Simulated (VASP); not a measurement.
Here is a VASP 6.6.1 calculation.

File INCAR:

```
ALGO = Normal ; DIPOL = 0.5 0.5 0.285
EDIFF = 1E-6 ; ENCUT = 400
GGA = PS ; GGA_COMPAT = F
IDIPOL = 3 ; ISIF = 2
ISMEAR = 0 ; IVDW = 13
LASPH = T ; LCHARG = F
LDIPOL = T ; LREAL = F
LWAVE = F ; NBANDS = 20
NELM = 120 ; NELMDL = -8
PREC = Accurate ; SIGMA = 0.03
```

File KPOINTS:

```
k-points
0
Gamma
  12 12 1
```

Contents of POSCAR:

```
MoS2
1.0
    3.1251701526      0.0000000000      0.0000000000
   -1.5625850763      2.7064767433      0.0000000000
    0.0000000000      0.0000000000     30.0399999981
S Mo
2 1
Direct
    0.6666666667      0.3333333333      0.2329752626
    0.6666666667      0.3333333333      0.3369315284
    0.3333333333      0.6666666667      0.2849533955
```

Potentials or basis: VASP PAW PBE potentials, release 64 (S, Mo_sv).

Run with:

```bash
$ cat potpaw_PBE.64/S/POTCAR potpaw_PBE.64/Mo_sv/POTCAR > POTCAR
$ mpirun -np 1 vasp_std > vasp.out
```

Question: Estimate the band gap on the k mesh.

Answer: 1.87 eV, direct.

Question: What does it give for the dispersion energy per atom?

Answer: -0.171 eV.

Forces in eV/Å, atoms in the order of the input:
```
S    0.000  0.000  0.002
S    0.000  0.000 -0.002
Mo   0.000  0.000  0.000
```

Caveat: the PAW data sets were made with another functional, which shifts forces and pressure a little.
